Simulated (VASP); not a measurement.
Input of a VASP 6.6.1 run:

The input INCAR:

```
SYSTEM = Li3ZrO
ALGO = Normal ; EDIFF = 1E-7
EDIFFG = -0.01 ; ENCUT = 600
GGA = PE ; IBRION = 2
ISIF = 3 ; ISMEAR = 0
LASPH = .True. ; LCHARG = .False.
LREAL = .False. ; LWAVE = .False.
NELM = 60 ; NSW = 100
PREC = Accurate ; SIGMA = 0.1
```

KPOINTS

```
k-points
0
Gamma
  12 12 2
  0 0 0
```

The input POSCAR:

```
Li3ZrO
1.0
    3.1808848997      0.0000000000      0.0000000000
   -1.5904424498      2.7547271296      0.0000000000
    0.0000000000      0.0000000000     19.7524997400
Li Zr O
6 2 2
Direct
    0.6666666667      0.3333333333      0.1817870388
    0.3333333333      0.6666666667      0.3237149225
    0.6666666667      0.3333333333      0.4429151713
    0.3333333333      0.6666666667      0.8182129612
    0.6666666667      0.3333333333      0.6762850775
    0.3333333333      0.6666666667      0.5570848287
    0.3333333333      0.6666666667      0.0632121100
    0.6666666667      0.3333333333      0.9367878900
    0.0000000000      0.0000000000      0.1329810882
    0.0000000000      0.0000000000      0.8670189118
```

Potentials or basis: VASP PAW PBE potentials, release 64 (Li_sv, Zr_sv, O).

Run with:

```console
$ cat potpaw_PBE.64/Li_sv/POTCAR potpaw_PBE.64/Zr_sv/POTCAR potpaw_PBE.64/O/POTCAR > POTCAR
$ mpirun -np 1 vasp_std > vasp.out
```

Task: Predict the band gap on the k mesh.

Result: Zero (bands 27 and 28 overlap by 2.67 eV).

Task: Predict the relaxed volume.

Result: 17.63 Å³/atom.

Forces on the atoms (eV/Å):
```
Li   0.000  0.000  0.007
Li   0.000  0.000 -0.005
Li   0.000  0.000 -0.001
Li   0.000  0.000 -0.007
Li   0.000  0.000  0.005
Li   0.000  0.000  0.001
Zr   0.000  0.000  0.001
Zr   0.000  0.000 -0.001
O    0.000  0.000 -0.003
O    0.000  0.000  0.003
```

Caveat: the cutoff is under 1.25 times the usual one of these potentials, so pressure, stress and relaxed cells hold a basis-set (Pulay) error.
